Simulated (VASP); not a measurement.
A run of VASP 6.6.1:

INCAR

```
SYSTEM = Fe
  PREC = Accurate
  ENCUT = 600
  EDIFF = 1E-6
  ISMEAR = -1
  SIGMA = 0.01
  LREAL = .False.
  LASPH = .True.
  NELM = 200
  ALGO = Normal
  ISIF = 2
  LWAVE = .False.
  LCHARG = .True.
  ISPIN = 2
  MAGMOM = 0
  LORBIT = 11
  NUPDOWN = 0.0
  LMAXMIX = 4
  GGA = RP
  LELF = .True.
  LVHAR = .True.
  NBANDS = 14
  GGA_COMPAT = .False.
```

Contents of KPOINTS:

```
Automatic mesh
0
Gamma
  13 13 13
  0 0 0
```

POSCAR

```
Fe
1.0
   -1.4234976093      1.4234976093      1.4234976093
    1.4234976093     -1.4234976093      1.4234976093
    1.4234976093      1.4234976093     -1.4234976093
Fe
1
Direct
    0.0000000000      0.0000000000      0.0000000000
```

Potentials or basis: VASP PAW PBE potentials, release 64 (Fe).

The run is started by

```console
$ cat potpaw_PBE.64/Fe/POTCAR > POTCAR
$ mpirun -np 1 vasp_std > vasp.out
```

Hardware: 1 thread of Intel Xeon 8259CL, on a shared host.

**Question.** Estimate the wall time of this run.

**Answer.** Wall time 58 s on 1 thread of Intel Xeon 8259CL, with other jobs on the host, peak memory 0.15 GiB. Counts: scf iterations 12, k points 84.
